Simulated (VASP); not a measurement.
# Cl (Cm) in VASP: single point with PBEsol

Aim: the single point of Cl with PBEsol.

Everything below comes from runs of VASP 6.6.1. Logs are shortened: lines on timing, memory, paths and dates and some standing lists are left out, and cuts for length are marked.

## (1) The cell of the first run

It takes space group Cm (No. 8, monoclinic). The conventional cell has a = 4.480 Å, b = 6.240 Å, c = 8.260 Å, α = 90.00°, β = 90.00°, γ = 90.00°. Within 2.6 Å of Cl (site symmetry m) lie 1 Cl at 1.94 Å. Cl (site symmetry m) has 1 Cl at 2.02 Å within 2.7 Å. Cl (site symmetry m) has 1 Cl at 1.94 Å within 2.6 Å. Within 2.7 Å of Cl (site symmetry m) lie 1 Cl at 2.02 Å.

## (2) Single point, PBEsol (one atom moved)

INCAR reads:

```
ALGO = Normal ; EDIFF = 1E-6
ENCUT = 520 ; GGA = PS
ISIF = 2 ; ISMEAR = 0
LASPH = T ; LCHARG = F
LREAL = F ; LWAVE = F
NBANDS = 22 ; NELM = 80
PREC = Accurate ; SIGMA = 0.02
```

KPOINTS reads:

```
k-points
0
Gamma
  8 8 4
```

POSCAR reads:

```
Cl
1.0
    3.1200000000     -2.2400000000      0.0000000000
    3.1200000000      2.2400000000      0.0000000000
    0.0000000000      0.0000000000      8.2600000000
Cl
4
Direct
    0.0965178571      0.9034821429      0.1000000000
    0.6300000000      0.3700000000      0.4000000000
    0.8700000000      0.1300000000      0.9000000000
    0.3700000000      0.6300000000      0.6000000000
```

Potentials or basis: VASP PAW PBE potentials, release 64 (Cl).

Command:

```
$ cat potpaw_PBE.64/Cl/POTCAR > POTCAR
$ mpirun -np 1 vasp_std > vasp.out
```

OUTCAR:

```text
EDIFF = 1E-6
   ENCUT = 520
   GGA = PS
   ISIF = 2
   ISMEAR = 0
   LASPH = T
   LREAL = F
   NELM = 80
   PREC = Accurate

 ion  position               nearest neighbor table
   1  0.097  0.903  0.100-   3 1.94
   2  0.630  0.370  0.400-   4 2.02
   3  0.870  0.130  0.900-   1 1.94
   4  0.370  0.630  0.600-   2 2.02

  LATTYP: Found a base centered orthorhombic cell.
 ALAT       =     4.4800000000
 B/A-ratio  =     1.3928571429
 C/A-ratio  =     1.8437500000

  Lattice vectors:

 A1 = (  -3.1200000000,  -2.2400000000,   0.0000000000)
 A2 = (   3.1200000000,  -2.2400000000,   0.0000000000)
 A3 = (   0.0000000000,   0.0000000000,   8.2600000000)

Analysis of symmetry for initial positions (statically):
=====================================================================
 Subroutine PRICEL returns:
 Original cell was already a primitive cell.

 Routine SETGRP: Setting up the symmetry group for a
 base centered orthorhombic supercell.

 Subroutine GETGRP returns: Found  2 space group operations
 (whereof  2 operations were pure point group operations)
 out of a pool of  8 trial point group operations.

The static configuration has the point symmetry C_1h.

Analysis of symmetry for dynamics (positions and initial velocities):
=====================================================================
 Subroutine PRICEL returns:
 Original cell was already a primitive cell.

 Routine SETGRP: Setting up the symmetry group for a
 base centered orthorhombic supercell.

 Subroutine GETGRP returns: Found  2 space group operations
 (whereof  2 operations were pure point group operations)
 out of a pool of  8 trial point group operations.

The dynamic configuration has the point symmetry C_1h.

 Subroutine INISYM returns: Found  2 space group operations
 (whereof  2 operations are pure point group operations),
 and found     1 'primitive' translations

----------------------------------------------------------------------------------------

                                     Primitive cell

  volume of cell :     115.4550

  direct lattice vectors                    reciprocal lattice vectors
     3.120000000 -2.240000000  0.000000000     0.160256410 -0.223214286  0.000000000
     3.120000000  2.240000000  0.000000000     0.160256410  0.223214286  0.000000000
     0.000000000  0.000000000  8.260000000     0.000000000  0.000000000  0.121065375

  length of vectors
     3.840833243  3.840833243  8.260000000     0.274784887  0.274784887  0.121065375

  position of ions in fractional coordinates (direct lattice)
     0.096517857  0.903482143  0.100000000
     0.630000000  0.370000000  0.400000000
     0.870000000  0.130000000  0.900000000
     0.370000000  0.630000000  0.600000000

  ion indices of the primitive-cell ions
   primitive index   ion index
                 1           1
                 2           2
                 3           3
                 4           4

----------------------------------------------------------------------------------------

 KPOINTS: k-points

Automatic generation of k-mesh.
 Grid dimensions read from file:
 generate k-points for:    8    8    4

 Generating k-lattice:

  Cartesian coordinates                     Fractional coordinates (reciprocal lattice)
     0.020032051 -0.027901786  0.000000000     0.125000000  0.000000000  0.000000000
     0.020032051  0.027901786  0.000000000     0.000000000  0.125000000  0.000000000
     0.000000000  0.000000000  0.030266344     0.000000000  0.000000000  0.250000000

  Length of vectors
     0.034348111  0.034348111  0.030266344

  Shift w.r.t. Gamma in fractional coordinates (k-lattice)
     0.000000000  0.000000000  0.000000000

 Subroutine IBZKPT returns following result:
 ===========================================

 Found     78 irreducible k-points:

 Following reciprocal coordinates:
            Coordinates               Weight
  0.000000  0.000000  0.000000      1.000000
  0.125000  0.000000  0.000000      4.000000
  0.250000  0.000000  0.000000      4.000000
  0.375000  0.000000  0.000000      4.000000
  0.500000  0.000000  0.000000      2.000000
  0.125000  0.125000  0.000000      2.000000
[... 16 lines left out ...]
  0.125000  0.000000  0.250000      4.000000
 -0.125000 -0.000000  0.250000      4.000000
 [... further k-points ...]
   k-points           NKPTS =     78   k-points in BZ     NKDIM =     78   number of bands    NBANDS=     22
   number of dos      NEDOS =    301   number of ions     NIONS =      4
   total plane-waves  NPLWV =  57600
   dimension x,y,z NGX =    30 NGY =   30 NGZ =   64
   dimension x,y,z NGXF=    60 NGYF=   60 NGZF=  128
   ions per type =               4
   NGX,Y,Z   is equivalent  to a cutoff of  12.99, 12.99, 12.88 a.u.
   NGXF,Y,Z  is equivalent  to a cutoff of  25.97, 25.97, 25.76 a.u.
 SYSTEM =  unknown system
   PREC   = accura    normal or accurate (medium, high low for compatibility)
   ISTART =      0    job   : 0-new  1-cont  2-samecut
   ICHARG =      2    charge: 1-file 2-atom 10-const
   ISPIN  =      1    spin polarized calculation?
   LNONCOLLINEAR =      F non collinear calculations
   LSORBIT =      F    spin-orbit coupling
   LASPH  =      T    aspherical Exc in radial PAW
   ENCUT  =  520.0 eV  38.22 Ry    6.18 a.u.   7.14  7.14 15.36*2*pi/ulx,y,z
   NELM   =     80;   NELMIN=  2; NELMDL= -5     # of ELM steps
   EDIFF  = 0.1E-05   stopping-criterion for ELM
   LREAL  =      F    real-space projection
   EDIFFG = 0.1E-04   stopping-criterion for IOM
   NSW    =      0    number of steps for IOM
   IBRION =     -1    ionic relax: 0-MD 1-quasi-New 2-CG
   NFREE  =      0    steps in history (QN), initial steepest desc. (CG)
   ISIF   =      2    stress and relaxation
   ISYM   =      2    0-nonsym 1-usesym 2-fastsym
   POTIM  = 0.5000    time-step for ionic-motion
   TEBEG  =    0.0;   TEEND  =   0.0 temperature during run
   PSTRESS=    0.0 pullay stress
   NELECT =      28.0000    total number of electrons
   NUPDOWN=      -1.0000    fix difference up-down
   EMIN   =  10.00;   EMAX   =-10.00  energy-range for DOS
   EFERMI =   0.00;   METHOD = LEGACY
   ISMEAR =     0;   SIGMA  =   0.02  broadening in eV -4-tet -1-fermi 0-gaus
   EFERMI_NEDOS =   21; number of points for ismear=-14 and -15
   IALGO  =     38    algorithm
   IMIX   =      4    mixing-type and parameters
     AMIX     =   0.40;   BMIX     =  1.00
     AMIX_MAG =   1.60;   BMIX_MAG =  1.00
  volume/ion in A,a.u.               =      28.86       194.78
  Fermi-wavevector in a.u.,A,eV,Ry     =   1.020916  1.929251 14.180934  1.042269
  Thomas-Fermi vector in A             =   2.154512
   LORBIT       =      0    0 simple, 1 ext, 2 COOP (PROOUT), +10 PAW based schemes
   GGA     = PS    functional components
   LHFCALC =     F    Hartree Fock is set to
   AEXX    =    0.0000 exact exchange contribution
   IVDW    =     0    specifies the selected vdW correction
   LEPSILON=     F    determine dielectric tensor
   LRPA    =     F    only Hartree local field effects (RPA)
 non-spin polarized calculation
 Gauss-broadening in eV      SIGMA  =   0.02
  energy-cutoff  :      520.00
  volume of cell :      115.45
 maximum number of plane-waves:      3142
 NGX is ok and might be reduce to    30
   NGX = 15   NGY = 15   NGZ = 31

 number of electron      27.9999998 magnetization

 Free energy of the ion-electron system (eV)
  ---------------------------------------------------
  ext. energy  EPLUGINS =         0.00000000
  ---------------------------------------------------
  free energy    TOTEN  =        -7.94088297 eV

  energy without entropy =       -7.94088297  energy(sigma->0) =       -7.94088297

 E-fermi :  -0.3811     XC(G=0):  -7.9261

 val. band max:       -0.5008106734   @ k =   0.5000   0.0000   0.5000
 cond. band min:       2.0244339866   @ k =   0.0000   0.0000   0.0000
 fundamental gap:      2.5252446600
 Fermi energy:        -0.3811444168

 k-point     1 :       0.0000    0.0000    0.0000
  band No.  band energies     occupation
      1     -17.7153      2.00000
      2     -16.9560      2.00000
      3     -13.1082      2.00000
      4     -12.5368      2.00000
      5      -6.0981      2.00000
      6      -5.1177      2.00000
[... 14 lines left out ...]
     21       9.6417      0.00000
     22       9.6608      0.00000

 k-point     2 :       0.1250    0.0000    0.0000
  band No.  band energies     occupation
      1     -17.6956      2.00000
      2     -16.9354      2.00000
      3     -13.0869      2.00000
      4     -12.5601      2.00000
      5      -6.0888      2.00000
      6      -5.1550      2.00000
[... 14 lines left out ...]
     21       9.4064      0.00000
     22       9.9163      0.00000

 k-point     3 :       0.2500    0.0000    0.0000
  band No.  band energies     occupation
      1     -17.6473      2.00000
      2     -16.8847      2.00000
      3     -13.0282      2.00000
      4     -12.6258      2.00000
      5      -6.0547      2.00000
      6      -5.2742      2.00000
[... 14 lines left out ...]
     21       9.5161      0.00000
     22      10.2713      0.00000

 k-point     4 :       0.3750    0.0000    0.0000
  band No.  band energies     occupation
      1     -17.5977      2.00000
      2     -16.8324      2.00000
      3     -12.9455      2.00000
      4     -12.7193      2.00000
      5      -5.9755      2.00000
      6      -5.4751      2.00000
[... 14 lines left out ...]
     21       9.9940      0.00000
     22      10.4572      0.00000

 k-point     5 :       0.5000    0.0000    0.0000
  band No.  band energies     occupation
      1     -17.5768      2.00000
      2     -16.8103      2.00000
      3     -12.8766      2.00000
      4     -12.7938      2.00000
      5      -5.8883      2.00000
      6      -5.6272      2.00000
[... 14 lines left out ...]
     21      10.2093      0.00000
     22      10.2984      0.00000

 k-point     6 :       0.1250    0.1250    0.0000
  band No.  band energies     occupation
      1     -17.6876      2.00000
      2     -16.9259      2.00000
      3     -13.0805      2.00000
      4     -12.5389      2.00000
      5      -6.0756      2.00000
      6      -5.1454      2.00000
[... 14 lines left out ...]
     21      10.0496      0.00000
     22      10.0795      0.00000

 k-point     7 :       0.2500    0.1250    0.0000
  band No.  band energies     occupation
      1     -17.6477      2.00000
      2     -16.8833      2.00000
      3     -13.0378      2.00000
      4     -12.5663      2.00000
      5      -6.0460      2.00000
      6      -5.2078      2.00000
[... 324 lines left out ...]
      6      -5.4447      2.00000
[... 14 lines left out ...]
     21      10.0825      0.00000
     22      10.8800      0.00000

 k-point    21 :       0.5000    0.5000    0.0000
  band No.  band energies     occupation
      1     -17.5213      2.00000
      2     -16.7430      2.00000
      3     -12.9158      2.00000
      4     -12.5518      2.00000
      5      -5.8748      2.00000
      6      -5.2929      2.00000
[... 14 lines left out ...]
     21      10.0392      0.00000
     22      11.5366      0.00000

 k-point    22 :       0.0000    0.0000    0.2500
  band No.  band energies     occupation
      1     -17.7111      2.00000
      2     -16.9643      2.00000
      3     -13.0270      2.00000
      4     -12.6231      2.00000
      5      -5.9920      2.00000
      6      -5.2697      2.00000
[... 14 lines left out ...]
     21       9.4670      0.00000
     22       9.7491      0.00000

 k-point    23 :       0.1250    0.0000    0.2500
  band No.  band energies     occupation
      1     -17.6922      2.00000
      2     -16.9421      2.00000
      3     -13.0195      2.00000
      4     -12.6310      2.00000
      5      -6.0074      2.00000
      6      -5.2645      2.00000
[... 14 lines left out ...]
     21       9.5447      0.00000
     22       9.7529      0.00000

 k-point    24 :      -0.1250   -0.0000    0.2500
  band No.  band energies     occupation
      1     -17.6918      2.00000
      2     -16.9429      2.00000
      3     -13.0044      2.00000
      4     -12.6474      2.00000
      5      -5.9683      2.00000
      6      -5.3257      2.00000
[... 14 lines left out ...]
     21       9.4820      0.00000
     22       9.9221      0.00000

 [... further k-points ...]
[... 5 lines left out ...]
  --------------------------------------------------------------------------------------
  -------------------------------------------------------------------------------------
  Total        0.1080029     -0.1067506      0.4400204      0.0000000     -1.4852659      0.0000000
  in kB        1.4987647     -1.4813866      6.1061959      0.0000000    -20.6111454      0.0000000
  external PRESSURE =       2.0411913 kB  Pullay stress =       0.0000000 kB

 VOLUME and BASIS-vectors are now :
 -----------------------------------------------------------------------------
  energy-cutoff  :      520.00
  volume of cell :      115.45
      direct lattice vectors                 reciprocal lattice vectors
     3.120000000 -2.240000000  0.000000000     0.160256410 -0.223214286  0.000000000
     3.120000000  2.240000000  0.000000000     0.160256410  0.223214286  0.000000000
     0.000000000  0.000000000  8.260000000     0.000000000  0.000000000  0.121065375

 POSITION                                       TOTAL-FORCE (eV/Angst)
 -----------------------------------------------------------------------------------
      3.12000      1.80760      0.82600         0.000000     -0.567910      1.004082
      3.12000     -0.58240      3.30400         0.000000      0.262046      0.216078
      3.12000     -1.65760      7.43400         0.000000      0.579753     -0.995373
      3.12000      0.58240      4.95600         0.000000     -0.273889     -0.224787
 -----------------------------------------------------------------------------------
    total drift:                                0.000000     -0.000018      0.000002

  FREE ENERGIE OF THE ION-ELECTRON SYSTEM (eV)
  ---------------------------------------------------
  free  energy   TOTEN  =        -7.9408829730 eV

  energy  without entropy=       -7.9408829730  energy(sigma->0) =       -7.94088297
```

Wall time 4.9 min (1 thread of AMD EPYC 7R13, shared host); peak memory 0.27 GiB.

Results:

- Free energy: -7.9409 eV
- Pressure: 0.2 GPa
- Largest force: 1.154 eV/Å
- Band gap on the k mesh: 2.53 eV, indirect (least direct gap 2.56 eV)

Forces on the atoms (eV/Å):
```
Cl   0.000 -0.568  1.004
Cl   0.000  0.262  0.216
Cl   0.000  0.580 -0.995
Cl   0.000 -0.274 -0.225
```

Stress tensor (GPa, compression positive):
```
 0.15  0.00  0.00
 0.00 -0.15 -2.06
 0.00 -2.06  0.61
```

Levels at points of the mesh, in eV from the valence-band top:
```csv
k point,band 11,band 12,band 13,band 14,band 15,band 16,band 17,band 18
"(0.00, 0.00, 0.00)",-0.70,-0.37,-0.14,-0.04,2.53,3.41,6.57,7.16
"(0.50, 0.00, 0.00)",-0.63,-0.54,-0.16,-0.14,2.86,3.30,7.99,8.17
"(0.50, 0.50, 0.00)",-1.06,-0.92,-0.35,-0.05,2.56,3.17,8.18,8.45
"(0.00, 0.00, 0.50)",-0.65,-0.60,-0.11,-0.07,2.66,3.09,6.96,7.37
"(0.50, 0.00, 0.50)",-0.52,-0.45,-0.05,0.00,2.68,3.23,8.16,8.43
"(0.50, 0.50, 0.50)",-0.72,-0.69,-0.56,-0.52,2.56,3.04,8.40,8.95
```

Caveat: the cell differs from its parent crystal (one atom moved); the PAW data sets were made with another functional, which shifts forces and pressure a little.
